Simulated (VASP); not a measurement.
# TePt3 (Cmmm) in VASP: notebook

Runs on TePt3. Level: PBE. Tasks: single point, relaxation of cell and atoms.

Everything below comes from runs of VASP 6.6.1. Logs are shortened: lines on timing, memory, paths and dates and some standing lists are left out, and cuts for length are marked.

## (1) The cell of the first run

The structure is orthorhombic, space group Cmmm (No. 65). The conventional cell has a = 5.500 Å, b = 5.654 Å, c = 9.342 Å, α = 90.00°, β = 90.00°, γ = 90.00°. Within 3.5 Å of Te (site symmetry mm2) lie 10 Pt at 2.63 to 3.20 Å. Pt (site symmetry mm2) has 4 Te at 2.80 to 2.87 Å and 6 Pt at 2.81 to 2.98 Å within 3.7 Å. Within 3.6 Å of Pt (site symmetry 2/m) lie 8 Pt at 2.75 to 2.83 Å and 4 Te at 3.20 Å. Within 3.5 Å of Pt (site symmetry m2m) lie 2 Te at 2.63 Å and 6 Pt at 2.65 to 3.01 Å.

## (2) Single point, PBE

INCAR reads:

```
PREC = Accurate
ENCUT = 520
EDIFF = 1E-6
ISMEAR = 0
SIGMA = 0.1
LREAL = False
LASPH = True
NELM = 100
ALGO = Fast
ISIF = 2
LWAVE = False
LCHARG = False
GGA = PE
NBANDS = 46
```

KPOINTS reads:

```
Automatic mesh
0
Gamma
  10 10 4
```

POSCAR reads:

```
TePt3
1.0
    2.7500895073     -2.8267633405      0.0000000000
    2.7500895073      2.8267633405      0.0000000000
    0.0000000000      0.0000000000      9.3419887598
Te Pt
2 6
Direct
    0.5000000000      0.5000000000      0.2692605671
    0.5000000000      0.5000000000      0.7307394329
    0.0000000000      0.0000000000      0.7856099313
    0.0000000000      0.0000000000      0.2143900687
    0.0000000000      0.5000000000      0.0000000000
    0.2340936939      0.7659063061      0.5000000000
    0.5000000000      0.0000000000      0.0000000000
    0.7659063061      0.2340936939      0.5000000000
```

Potentials or basis: VASP PAW PBE potentials, release 64 (Te, Pt).

Launch:

```sh
$ cat potpaw_PBE.64/Te/POTCAR potpaw_PBE.64/Pt/POTCAR > POTCAR
$ mpirun -np 1 vasp_std > vasp.out
```

OUTCAR:

```text
PREC = Accurate
   ENCUT = 520
   EDIFF = 1E-6
   ISMEAR = 0
   LREAL = False
   LASPH = True
   NELM = 100
   ISIF = 2
   GGA = PE

 ion  position               nearest neighbor table
   1  0.500  0.500  0.269-   6 2.63   8 2.63   4 2.80   4 2.80   4 2.87   4 2.87   7 3.20   5 3.20
                             5 3.20   7 3.20
   2  0.500  0.500  0.731-   6 2.63   8 2.63   3 2.80   3 2.80   3 2.87   3 2.87   7 3.20   5 3.20
                             5 3.20   7 3.20
   3  0.000  0.000  0.786-   2 2.80   2 2.80   7 2.81   5 2.81   7 2.81   5 2.81   2 2.87   2 2.87
                             8 2.98   6 2.98
   4  0.000  0.000  0.214-   1 2.80   1 2.80   7 2.81   5 2.81   7 2.81   5 2.81   1 2.87   1 2.87
                             8 2.98   6 2.98
   5  0.000  0.500  0.000-   7 2.75   7 2.75   3 2.81   3 2.81   4 2.81   4 2.81   7 2.83   7 2.83
                             1 3.20   2 3.20   1 3.20   2 3.20
   6  0.234  0.766  0.500-   1 2.63   2 2.63   8 2.65   8 2.76   8 2.76   3 2.98   4 2.98   8 3.01

   7  0.500  0.000  0.000-   5 2.75   5 2.75   3 2.81   3 2.81   4 2.81   4 2.81   5 2.83   5 2.83
                             1 3.20   1 3.20   2 3.20   2 3.20
   8  0.766  0.234  0.500-   1 2.63   2 2.63   6 2.65   6 2.76   6 2.76   3 2.98   4 2.98   6 3.01

  LATTYP: Found a base centered orthorhombic cell.
 ALAT       =     5.5001790146
 B/A-ratio  =     1.0278804864
 C/A-ratio  =     1.6984881283

  Lattice vectors:

 A1 = (   2.7500895073,  -2.8267633405,   0.0000000000)
 A2 = (   2.7500895073,   2.8267633405,   0.0000000000)
 A3 = (   0.0000000000,   0.0000000000,   9.3419887598)

Analysis of symmetry for initial positions (statically):
=====================================================================
 Subroutine PRICEL returns:
 Original cell was already a primitive cell.

 Routine SETGRP: Setting up the symmetry group for a
 base centered orthorhombic supercell.

 Subroutine GETGRP returns: Found  8 space group operations
 (whereof  8 operations were pure point group operations)
 out of a pool of  8 trial point group operations.

The static configuration has the point symmetry D_2h.

Analysis of symmetry for dynamics (positions and initial velocities):
=====================================================================
 Subroutine PRICEL returns:
 Original cell was already a primitive cell.

 Routine SETGRP: Setting up the symmetry group for a
 base centered orthorhombic supercell.

 Subroutine GETGRP returns: Found  8 space group operations
 (whereof  8 operations were pure point group operations)
 out of a pool of  8 trial point group operations.

The dynamic configuration has the point symmetry D_2h.

 Subroutine INISYM returns: Found  8 space group operations
 (whereof  8 operations are pure point group operations),
 and found     1 'primitive' translations

----------------------------------------------------------------------------------------

                                     Primitive cell

  volume of cell :     145.2465

  direct lattice vectors                    reciprocal lattice vectors
     2.750089507 -2.826763340  0.000000000     0.181812264 -0.176880743  0.000000000
     2.750089507  2.826763340  0.000000000     0.181812264  0.176880743  0.000000000
     0.000000000  0.000000000  9.341988760     0.000000000  0.000000000  0.107043588

  length of vectors
     3.943803149  3.943803149  9.341988760     0.253658228  0.253658228  0.107043588

  position of ions in fractional coordinates (direct lattice)
     0.500000000  0.500000000  0.269260567
     0.500000000  0.500000000  0.730739433
     0.000000000  0.000000000  0.785609931
     0.000000000  0.000000000  0.214390069
     0.000000000  0.500000000  0.000000000
     0.234093694  0.765906306  0.500000000
     0.500000000  0.000000000  0.000000000
     0.765906306  0.234093694  0.500000000

  ion indices of the primitive-cell ions
   primitive index   ion index
                 1           1
                 2           2
                 3           3
                 4           4
                 5           5
                 6           6
                 7           7
                 8           8

----------------------------------------------------------------------------------------

 KPOINTS: Automatic mesh

Automatic generation of k-mesh.
 Grid dimensions read from file:
 generate k-points for:   10   10    4

 Generating k-lattice:

  Cartesian coordinates                     Fractional coordinates (reciprocal lattice)
     0.018181226 -0.017688074  0.000000000     0.100000000  0.000000000  0.000000000
     0.018181226  0.017688074  0.000000000     0.000000000  0.100000000  0.000000000
     0.000000000  0.000000000  0.026760897     0.000000000  0.000000000  0.250000000

  Length of vectors
     0.025365823  0.025365823  0.026760897

  Shift w.r.t. Gamma in fractional coordinates (k-lattice)
     0.000000000  0.000000000  0.000000000

 Subroutine IBZKPT returns following result:
 ===========================================

 Found     93 irreducible k-points:

 Following reciprocal coordinates:
            Coordinates               Weight
  0.000000  0.000000  0.000000      1.000000
  0.100000 -0.000000  0.000000      4.000000
  0.200000 -0.000000  0.000000      4.000000
  0.300000  0.000000  0.000000      4.000000
  0.400000 -0.000000  0.000000      4.000000
  0.500000 -0.000000  0.000000      2.000000
[... 16 lines left out ...]
  0.300000  0.300000  0.000000      2.000000
  0.400000  0.300000  0.000000      4.000000
 [... further k-points ...]
   k-points           NKPTS =     93   k-points in BZ     NKDIM =     93   number of bands    NBANDS=     46
   number of dos      NEDOS =    301   number of ions     NIONS =      8
   total plane-waves  NPLWV =  63000
   dimension x,y,z NGX =    30 NGY =   30 NGZ =   70
   dimension x,y,z NGXF=    60 NGYF=   60 NGZF=  140
   ions per type =               2   6
   NGX,Y,Z   is equivalent  to a cutoff of  12.65, 12.65, 12.46 a.u.
   NGXF,Y,Z  is equivalent  to a cutoff of  25.29, 25.29, 24.91 a.u.
 SYSTEM =  unknown system
   PREC   = accura    normal or accurate (medium, high low for compatibility)
   ISTART =      0    job   : 0-new  1-cont  2-samecut
   ICHARG =      2    charge: 1-file 2-atom 10-const
   ISPIN  =      1    spin polarized calculation?
   LNONCOLLINEAR =      F non collinear calculations
   LSORBIT =      F    spin-orbit coupling
   LASPH  =      T    aspherical Exc in radial PAW
   ENCUT  =  520.0 eV  38.22 Ry    6.18 a.u.   7.33  7.33 17.37*2*pi/ulx,y,z
   NELM   =    100;   NELMIN=  2; NELMDL= -5     # of ELM steps
   EDIFF  = 0.1E-05   stopping-criterion for ELM
   LREAL  =      F    real-space projection
   EDIFFG = 0.1E-04   stopping-criterion for IOM
   NSW    =      0    number of steps for IOM
   IBRION =     -1    ionic relax: 0-MD 1-quasi-New 2-CG
   NFREE  =      0    steps in history (QN), initial steepest desc. (CG)
   ISIF   =      2    stress and relaxation
   ISYM   =      2    0-nonsym 1-usesym 2-fastsym
   POTIM  = 0.5000    time-step for ionic-motion
   TEBEG  =    0.0;   TEEND  =   0.0 temperature during run
   PSTRESS=    0.0 pullay stress
   NELECT =      72.0000    total number of electrons
   NUPDOWN=      -1.0000    fix difference up-down
   EMIN   =  10.00;   EMAX   =-10.00  energy-range for DOS
   EFERMI =   0.00;   METHOD = LEGACY
   ISMEAR =     0;   SIGMA  =   0.10  broadening in eV -4-tet -1-fermi 0-gaus
   EFERMI_NEDOS =   21; number of points for ismear=-14 and -15
   IALGO  =     68    algorithm
   IMIX   =      4    mixing-type and parameters
     AMIX     =   0.40;   BMIX     =  1.00
     AMIX_MAG =   1.60;   BMIX_MAG =  1.00
  volume/ion in A,a.u.               =      18.16       122.52
  Fermi-wavevector in a.u.,A,eV,Ry     =   1.295638  2.448401 22.839810  1.678679
  Thomas-Fermi vector in A             =   2.427145
   LORBIT       =      0    0 simple, 1 ext, 2 COOP (PROOUT), +10 PAW based schemes
   GGA     = PE    functional components
   LHFCALC =     F    Hartree Fock is set to
   AEXX    =    0.0000 exact exchange contribution
   IVDW    =     0    specifies the selected vdW correction
   LEPSILON=     F    determine dielectric tensor
   LRPA    =     F    only Hartree local field effects (RPA)
 non-spin polarized calculation
 RMM-DIIS sequential band-by-band and
 Gauss-broadening in eV      SIGMA  =   0.10
  energy-cutoff  :      520.00
  volume of cell :      145.25
 maximum number of plane-waves:      3958
 NGX is ok and might be reduce to    30
   NGX = 15   NGY = 15   NGZ = 35

 number of electron      72.0000011 magnetization

 Free energy of the ion-electron system (eV)
  ---------------------------------------------------
  ext. energy  EPLUGINS =         0.00000000
  ---------------------------------------------------
  free energy    TOTEN  =       -43.11400065 eV

  energy without entropy =      -43.09756089  energy(sigma->0) =      -43.10578077

 E-fermi :  10.3120     XC(G=0): -12.2859

 val. band max:       10.3074586387   @ k =  -0.3000   0.3000   0.2500
 cond. band min:      10.3164100838   @ k =  -0.3000   0.3000   0.5000
 fundamental gap:      0.0089514451
 Fermi energy:        10.3119970815

 k-point     1 :       0.0000    0.0000    0.0000
  band No.  band energies     occupation
      1      -3.5137      2.00000
      2      -2.9921      2.00000
      3       1.9143      2.00000
      4       3.3050      2.00000
      5       4.4913      2.00000
      6       4.7043      2.00000
[... 38 lines left out ...]
     45      16.1587      0.00000
     46      17.1381      0.00000

 k-point     2 :       0.1000   -0.0000    0.0000
  band No.  band energies     occupation
      1      -3.4391      2.00000
      2      -2.9325      2.00000
      3       2.0103      2.00000
      4       3.3806      2.00000
      5       4.4489      2.00000
      6       4.6368      2.00000
[... 1070 lines left out ...]
 k-point    24 :       0.4000    0.3000    0.0000
  band No.  band energies     occupation
      1      -2.3813      2.00000
      2      -2.1932      2.00000
      3       3.0931      2.00000
      4       3.5024      2.00000
      5       3.6132      2.00000
      6       3.8661      2.00000
[... 38 lines left out ...]
     45      15.4704      0.00000
     46      15.5809      0.00000

 [... further k-points ...]

------------------------ aborting loop because EDIFF is reached ----------------------------------------

  FORCE on cell =-STRESS in cart. coord.  units (eV):
  Direction    XX          YY          ZZ          XY          YZ          ZX
  --------------------------------------------------------------------------------------
  -------------------------------------------------------------------------------------
  Total       -0.2754298     -0.3369657     -0.2729877      0.0000000      0.0000000      0.0000000
  in kB       -3.0381966     -3.7169835     -3.0112582      0.0000000      0.0000000      0.0000000
  external PRESSURE =      -3.2554794 kB  Pullay stress =       0.0000000 kB

 VOLUME and BASIS-vectors are now :
 -----------------------------------------------------------------------------
  energy-cutoff  :      520.00
  volume of cell :      145.25
      direct lattice vectors                 reciprocal lattice vectors
     2.750089507 -2.826763340  0.000000000     0.181812264 -0.176880743  0.000000000
     2.750089507  2.826763340  0.000000000     0.181812264  0.176880743  0.000000000
     0.000000000  0.000000000  9.341988760     0.000000000  0.000000000  0.107043588

 POSITION                                       TOTAL-FORCE (eV/Angst)
 -----------------------------------------------------------------------------------
      2.75009      0.00000      2.51543         0.000000      0.000000     -0.002795
      2.75009      0.00000      6.82656         0.000000      0.000000      0.002795
      0.00000      0.00000      7.33916        -0.000000      0.000000     -0.006019
      0.00000      0.00000      2.00283        -0.000000      0.000000      0.006019
      1.37504      1.41338      0.00000        -0.000000      0.000000      0.000000
      2.75009      1.50331      4.67099        -0.000000      0.002275      0.000000
      1.37504     -1.41338      0.00000        -0.000000      0.000000      0.000000
      2.75009     -1.50331      4.67099        -0.000000     -0.002275      0.000000
 -----------------------------------------------------------------------------------
    total drift:                               -0.000000      0.000000     -0.000000

  FREE ENERGIE OF THE ION-ELECTRON SYSTEM (eV)
  ---------------------------------------------------
  free  energy   TOTEN  =       -43.1140006531 eV

  energy  without entropy=      -43.0975608893  energy(sigma->0) =      -43.10578077
```

Run time: 4.8 min. Hardware: 1 thread of Intel Xeon 6975P-C (Granite Rapids), shared host; peak memory 0.58 GiB.

What came out:

- Free energy: -43.1140 eV
- Pressure: -0.3 GPa
- Largest force: 0.006 eV/Å
- Band gap on the k mesh: zero (bands 36 and 37 overlap by 1.04 eV)

Forces on the atoms (eV/Å):
```
Te   0.000  0.000 -0.003
Te   0.000  0.000  0.003
Pt   0.000  0.000 -0.006
Pt   0.000  0.000  0.006
Pt   0.000  0.000  0.000
Pt   0.000  0.002  0.000
Pt   0.000  0.000  0.000
Pt   0.000 -0.002  0.000
```

Caveat: spin-orbit coupling is left out, which moves the levels of the heavy elements.

## (3) Relaxation of cell and atoms, PBE

INCAR reads:

```
ALGO     = Fast           # electronic algorithm
EDIFF    = 1E-6           # SCF threshold, eV
EDIFFG   = -0.01          # ionic threshold
ENCUT    = 600            # plane-wave cutoff, eV
GGA      = PE             # functional
IBRION   = 2              # ionic algorithm
ISIF     = 3              # what is computed and relaxed
ISMEAR   = 0              # smearing method
LASPH    = T              # aspherical terms in the spheres
LCHARG   = F              # write CHGCAR
LREAL    = F              # projectors in reciprocal space
LWAVE    = F              # write WAVECAR
NELM     = 80             # most SCF steps
NSW      = 100            # ionic steps
PREC     = Accurate       # precision mode
SIGMA    = 0.1            # smearing width, eV
```

KPOINTS reads:

```
k-points
0
Gamma
  10 10 4
```

POSCAR reads:

```
TePt3
1.0
    2.7508023397     -2.8271120049      0.0000000000
    2.7508023397      2.8271120049      0.0000000000
    0.0000000000      0.0000000000      9.3400164394
Te Pt
2 6
Direct
    0.5000000000      0.5000000000      0.2688313919
    0.5000000000      0.5000000000      0.7311686081
    0.0000000000      0.0000000000      0.7854518595
    0.0000000000      0.0000000000      0.2145481405
    0.0000000000      0.5000000000      0.0000000000
    0.2340062126      0.7659937874      0.5000000000
    0.5000000000      0.0000000000      0.0000000000
    0.7659937874      0.2340062126      0.5000000000
```

Potentials or basis: VASP PAW PBE potentials, release 64 (Te, Pt).

Launch:

```sh
$ cat potpaw_PBE.64/Te/POTCAR potpaw_PBE.64/Pt/POTCAR > POTCAR
$ mpirun -np 1 vasp_std > vasp.out
```

Run time: 42 min. Hardware: 1 thread of Oxide Virtual Turin-like, shared host; peak memory 0.65 GiB.

Results (log left out):

| Quantity | Value |
| --- | --- |
| Free energy | -43.1145 eV |
| Relaxed volume | 18.12 Å³/atom |
| Relaxed cell | a = 3.942 Å, b = 3.942 Å, c = 9.333 Å, α = 90.00°, β = 90.00°, γ = 91.56° |
| Space group after relaxing (to 0.1 Å) | Cmmm (No. 65) |
| Energy gained by relaxing | 0.1 meV/atom |
| Ionic steps | 6 |
| Pressure after relaxing | 0.0 GPa |
| Largest force after relaxing | 0.008 eV/Å |
| Band gap on the k mesh | zero (bands 36 and 37 overlap by 1.05 eV) |

Forces on the atoms (eV/Å):
```
Te   0.000  0.000  0.008
Te   0.000  0.000 -0.008
Pt   0.000  0.000 -0.002
Pt   0.000  0.000  0.002
Pt   0.000  0.000  0.000
Pt   0.000  0.001  0.000
Pt   0.000  0.000  0.000
Pt   0.000 -0.001  0.000
```

The path:
| step | energy change (eV) | largest force (eV/Å) | pressure (GPa) | volume (Å³) |
| --- | --- | --- | --- | --- |
| 1 | 0.0000 | 0.0403 | -0.36 | 145.27 |
| 2 | 0.0008 | 0.0225 | 0.66 | 144.41 |
| 3 | -0.0004 | 0.0176 | 0.04 | 144.96 |
| 4 | -0.0004 | 0.0187 | 0.01 | 144.97 |
| 5 | -0.0004 | 0.0186 | 0.00 | 144.97 |
| 6 | -0.0004 | 0.0079 | -0.01 | 144.98 |

Final structure:
```
Te Pt
1.0
     2.74938   -2.82512    0.00000
     2.74938    2.82512    0.00000
     0.00000    0.00000    9.33295
Te Pt
2 6
Cartesian
  2.7494 0.0000 2.5104
  2.7494 0.0000 6.8225
  2.7494 2.8251 7.3304
  2.7494 2.8251 2.0025
  1.3747 1.4126 0.0000
  2.7494 1.5021 4.6665
  4.1241 1.4126 0.0000
  2.7494 -1.5021 4.6665
```

Levels at points of the mesh, in eV from the Fermi level:
```csv
k point,band 32,band 33,band 34,band 35,band 36,band 37,band 38,band 39,band 40,band 41
"(0.00, 0.00, 0.00)",-0.75,-0.73,-0.40,0.03,0.49,0.50,0.53,0.67,0.73,0.73
"(0.50, 0.00, 0.00)",-1.61,-1.42,-1.41,-1.21,-1.02,0.14,1.38,1.46,2.05,3.20
"(0.50, 0.50, 0.00)",-1.39,-1.39,-1.19,-0.63,-0.53,-0.27,0.24,0.36,1.21,1.78
"(0.00, 0.00, 0.50)",-0.79,-0.74,-0.36,-0.30,0.28,0.30,0.37,0.73,0.94,2.88
"(0.50, 0.00, 0.50)",-1.73,-1.65,-1.24,-0.97,-0.66,0.54,0.87,1.76,2.07,2.33
"(0.50, 0.50, 0.50)",-1.34,-1.19,-1.19,-0.90,-0.69,-0.56,0.40,0.53,1.38,1.76
```

Caveat: spin-orbit coupling is left out, which moves the levels of the heavy elements.
